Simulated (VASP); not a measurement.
Input of a VASP 6.6.1 run:

POSCAR

```
Sb
1.0
   -1.8713408863      1.8713408863      1.8713408863
    1.8713408863     -1.8713408863      1.8713408863
    1.8713408863      1.8713408863     -1.8713408863
Sb
1
Direct
    0.0000000000      0.0000000000      0.0000000000
```

The input INCAR.step1:

```
SYSTEM = Sb
  ALGO = Normal
  EDIFF = 1E-5
  ENCUT = 520
  GGA = PE
  ISIF = 2
  ISMEAR = -1
  LASPH = .True.
  LREAL = .False.
  LWAVE = .True.
  NBANDS = 8
  NELM = 80
  PREC = Accurate
  SIGMA = 0.05
```

File INCAR.step2:

```
SYSTEM = Sb
  AEXX = 0.25
  ALGO = Normal
  EDIFF = 1E-6
  ENCUT = 520
  GGA = PE
  HFSCREEN = 0.6
  ISIF = 2
  ISMEAR = -1
  ISTART = 1
  LASPH = .True.
  LCHARG = .True.
  LELF = .True.
  LHFCALC = .True.
  LREAL = .False.
  LVHAR = .True.
  LWAVE = .False.
  NBANDS = 8
  NELM = 80
  PREC = Accurate
  PRECFOCK = Normal
  SIGMA = 0.05
```

Contents of KPOINTS:

```
k-points
0
Gamma
  5 5 5
  0 0 0
```

Potentials or basis: VASP PAW PBE potentials, release 64 (Sb).

The run is started by

```console
$ cat potpaw_PBE.64/Sb/POTCAR > POTCAR
$ cp INCAR.step1 INCAR
$ mpirun -np 1 vasp_std > vasp.out
$ cp INCAR.step2 INCAR
$ mpirun -np 1 vasp_std > vasp.out
```

What does it give for the pressure?

-0.4 GPa.

What does it give for the band gap on the k mesh?

Zero (an odd number of electrons rules out a gap without spin polarisation).

Caveat: the k points lie up to 0.47 Å⁻¹ apart, too coarse for converged energies and pressures of a metal; the PAW data sets were made with another functional, which shifts forces and pressure a little; spin-orbit coupling is left out, which moves the levels of the heavy elements.
